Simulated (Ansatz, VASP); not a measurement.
# One calculation of CdO5, two programs

```xyz
6
Lattice="4.3962 0.0000 0.0000 -2.1981 3.8072 0.0000 0.0000 0.0000 8.0468" Properties=species:S:1:pos:R:3 pbc="T T T"
Cd    0.0000    0.0000    0.0000
O     0.0000    0.0000    4.6319
O     0.0000    0.0000    3.4149
O     2.1981    0.0000    0.0000
O    -1.0991    1.9036    0.0000
O     1.0991    1.9036    0.0000
```

Alike in both runs: functional PBE; k mesh 12 × 12 × 6; occupations gaussian, width 0.1 eV; collinear spin.

Ansatz relaxed the structure, and its values are those at the end. VASP's run is a single point on that final structure, the one shown.

|  | VASP | Ansatz |
| --- | --- | --- |
| version | VASP 6.6.1 | Ansatz 0.2.0 |
| potentials or method | VASP PAW PBE potentials, release 64 (Cd, O), cutoff 520 eV | scalar-relativistic, plane waves, PAW |
| valence electrons in the cell | 42 | 50 |

```tsv
	VASP	Ansatz	Ansatz less VASP
gap on the k mesh at the Fermi level (eV)	none	none	-
pressure (GPa)	0.9	0.0	-0.86
rms of the force components (eV/Å)	0.411	0.001	-0.4106
net moment per atom (μB)	0.18	0.51	+0.333
size of the moment on the site where the two differ most (μB)	0.00	0.56	+0.556
```

The net moments are unlike, so the other rows may belong to different states. Site moments also hang on the region over which each program counts them. A gap of «none» marks a metal or a gap that the smearing closes. VASP's potentials hold 42 valence electrons a cell and Ansatz's 50, so a difference there can come from the potentials and not from the codes.

Noted on VASP's run: the standard files for N, O and F lose accuracy on very short bonds.
